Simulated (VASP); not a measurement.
A run of VASP 6.6.1:

Contents of INCAR:

```
SYSTEM = CsPbBr3
ALGO = Normal
EDIFF = 1E-7
ENCUT = 520
GGA = PS
ISIF = 2
ISMEAR = 0
LASPH = .TRUE.
LCHARG = .FALSE.
LREAL = .FALSE.
LWAVE = .FALSE.
NBANDS = 30
NELM = 80
PREC = Accurate
SIGMA = 0.05
```

Contents of KPOINTS:

```
k-points
0
G
  6 6 6
  0 0 0
```

File POSCAR:

```
CsPbBr3
1.0
    5.7819500000      0.0000000000      0.0000000000
    0.0000000000      5.7819500000      0.0000000000
    0.0000000000      0.0000000000      5.6939000000
Cs Pb Br
1 1 3
Direct
    0.0000000000      0.0000000000      0.0000000000
    0.5000000000      0.5000000000      0.5000000000
    0.0000000000      0.5000000000      0.5000000000
    0.5000000000      0.0000000000      0.5000000000
    0.5000000000      0.5000000000      0.0000000000
```

Potentials or basis: VASP PAW PBE potentials, release 64 (Cs_sv, Pb_d, Br).

Run with:

```bash
$ cat potpaw_PBE.64/Cs_sv/POTCAR potpaw_PBE.64/Pb_d/POTCAR potpaw_PBE.64/Br/POTCAR > POTCAR
$ mpirun -np 1 vasp_std > vasp.out
```

Hardware: 1 thread of Intel(R) Xeon(R) 6975P-C (Granite Rapids), with other jobs on the host.

How long does it take, and how much memory?

Wall time 90 s on 1 thread of Intel(R) Xeon(R) 6975P-C (Granite Rapids), with other jobs on the host, peak memory 0.44 GiB. Counts: scf iterations 15, k points 40.
